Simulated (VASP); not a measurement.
Here is a VASP 6.6.1 calculation.

File INCAR:

```
SYSTEM = NaI
ALGO = Normal
EDIFF = 1E-6
ENCUT = 520
GGA = PE
ISIF = 2
ISMEAR = 0
LASPH = .True.
LCHARG = .True.
LELF = .True.
LREAL = .False.
LVHAR = .True.
LWAVE = .False.
NBANDS = 14
NELM = 100
PREC = Accurate
SIGMA = 0.01
```

The input KPOINTS:

```
k-points
0
Gamma
  6 6 6
  0 0 0
```

POSCAR

```
NaI
1.0
    4.0405366932      0.0000000000      0.0000000000
    0.0000000000      4.0405366932      0.0000000000
    0.0000000000      0.0000000000      4.0405366932
Na I
1 1
Direct
    0.0000000000      0.0000000000      0.0000000000
    0.5000000000      0.5000000000      0.5000000000
```

Potentials or basis: VASP PAW PBE potentials, release 64 (Na_pv, I).

Run with:

```bash
$ cat potpaw_PBE.64/Na_pv/POTCAR potpaw_PBE.64/I/POTCAR > POTCAR
$ mpirun -np 1 vasp_std > vasp.out
```

Task: Estimate the band gap on the k mesh.

Result: 2.30 eV, indirect (least direct gap 2.79 eV).

Task: Predict the pressure.

Result: 0.3 GPa.

Caveat: spin-orbit coupling is left out, which moves the levels of the heavy elements. Expect the measured gap to be larger: semilocal functionals such as PBE lack the derivative discontinuity.
